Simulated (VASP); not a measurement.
A run of VASP 6.6.1 is set up as follows.

Contents of INCAR:

```
SYSTEM = Ti
PREC = Accurate ; ENCUT = 520
EDIFF = 1E-7 ; ISMEAR = 0
SIGMA = 0.1 ; LREAL = .False.
LASPH = .True. ; NELM = 80
ALGO = Fast ; ISIF = 2
LWAVE = .False. ; LCHARG = .True.
GGA = PE ; LELF = .True.
LVHAR = .True. ; NBANDS = 19
```

Contents of KPOINTS:

```
Automatic mesh
0
Gamma
  18 18 10
  0 0 0
```

The input POSCAR:

```
Ti
1.0
    2.8303160148      0.0000000000      0.0000000000
   -1.4151580074      2.4511255695      0.0000000000
    0.0000000000      0.0000000000      4.4909744283
Ti
2
Direct
    0.3333333333      0.6666666667      0.2500000000
    0.6666666667      0.3333333333      0.7500000000
```

Potentials or basis: VASP PAW PBE potentials, release 64 (Ti_sv).

Command:

```console
$ cat potpaw_PBE.64/Ti_sv/POTCAR > POTCAR
$ mpirun -np 1 vasp_std > vasp.out
```

(1) What does it give for the pressure?

(2) Estimate the band gap on the k mesh.

## Answers

(1) 14.3 GPa.

(2) zero (bands 12 and 13 overlap by 1.18 eV).

Caveat: the cell stands under pressure.
